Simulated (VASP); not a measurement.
Wanted: the native input for a VASP 6.6.1 run.

* Task: relaxation of cell and atoms
* Functional: PBE
* Potentials or basis: VASP PAW PBE potentials, release 64 (Si, Au)
* Cutoff: 600 eV
* k mesh: 6 × 6 × 8
* Occupations: gaussian, width 0.1 eV
* Spin: no spin polarisation
* Dipole correction: no
* Further INCAR settings: ALGO = Normal; EDIFF = 1e-07; IBRION = 2; EDIFFG = -0.01; NSW = 100; ISIF = 3

The structure of Si3Au lies in POSCAR:

```
Si3Au
1.0
    5.7683298818      0.0000000000      0.0000000000
   -2.8841649409      4.9955202151      0.0000000000
    0.0000000000      0.0000000000      4.5596144186
Si Au
6 2
Direct
    0.8457667951      0.6915335901      0.2500000000
    0.1542332049      0.8457667951      0.7500000000
    0.3084664099      0.1542332049      0.2500000000
    0.1542332049      0.3084664099      0.7500000000
    0.8457667951      0.1542332049      0.2500000000
    0.6915335901      0.8457667951      0.7500000000
    0.3333333333      0.6666666667      0.2500000000
    0.6666666667      0.3333333333      0.7500000000
```

The input as run:

INCAR

```
SYSTEM = Si3Au
PREC     = Accurate       ! precision mode
ENCUT    = 600            ! plane-wave cutoff, eV
EDIFF    = 1E-7           ! SCF threshold, eV
ISMEAR   = 0              ! smearing method
SIGMA    = 0.1            ! smearing width, eV
LREAL    = .False.        ! projectors in reciprocal space
LASPH    = .True.         ! aspherical terms in the spheres
NELM     = 100            ! most SCF steps
ALGO     = Normal         ! electronic algorithm
ISIF     = 3              ! what is computed and relaxed
LWAVE    = .False.        ! write WAVECAR
LCHARG   = .False.        ! write CHGCAR
GGA      = PE             ! functional
IBRION   = 2              ! ionic algorithm
NSW      = 100            ! ionic steps
EDIFFG   = -0.01          ! ionic threshold
```

KPOINTS

```
regular mesh
0
Gamma
  6 6 8
  0 0 0
```

Potentials or basis: VASP PAW PBE potentials, release 64 (Si, Au).

Run with:

```console
$ cat potpaw_PBE.64/Si/POTCAR potpaw_PBE.64/Au/POTCAR > POTCAR
$ mpirun -np 1 vasp_std > vasp.out
```

Results of the run:

```json
{
 "Relaxed volume": "16.30 Å³/atom",
 "Relaxed cell": "a = 5.754 Å, b = 5.754 Å, c = 4.547 Å, α = 90.00°, β = 90.00°, γ = 120.00°",
 "Space group after relaxing (to 0.1 Å)": "P6_3/mmc (No. 194)",
 "Energy gained by relaxing": "11.7 meV/atom",
 "Ionic steps": "8",
 "Pressure after relaxing": "0.0 GPa",
 "Largest force after relaxing": "0.009 eV/Å",
 "Band gap on the k mesh": "zero (bands 23 and 24 overlap by 4.35 eV)"
}
```

Caveat: spin-orbit coupling is left out, which moves the levels of the heavy elements.

It took 7.8 min on 1 thread of Intel(R) Xeon(R) Platinum 8488C (Sapphire Rapids) (shared host), peak memory 0.38 GiB.
